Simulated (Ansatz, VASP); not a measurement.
**AlN in VASP and in Ansatz**

```
Al N
1.0
     0.00000    2.18490    2.18490
     2.18490    0.00000    2.18490
     2.18490    2.18490    0.00000
Al N
1 1
Direct
  0.00000 0.00000 0.00000
  0.25000 0.25000 0.25000
```

Alike in both runs: functional r2SCAN; k mesh 16 × 16 × 16; occupations fermi-dirac, width 0.08 eV; no spin polarisation.

Ansatz relaxed the structure, and its values are those at the end. VASP's run is a single point on that final structure, the one shown.

```csv
,VASP,Ansatz
version,VASP 6.6.1,Ansatz 0.2.0
potentials or method,"VASP PAW PBE potentials, release 64 (Al, N)","PAW with Ansatz's default frozen-core files, scalar-relativistic"
plane-wave cutoff (eV),520,500
valence electrons in the cell,8,8
```

VASP gave:

* pressure (GPa): -0.4

Estimate Ansatz's values.

pressure (GPa): 0.0.

VASP's potentials were made for PBE, not for r2SCAN.
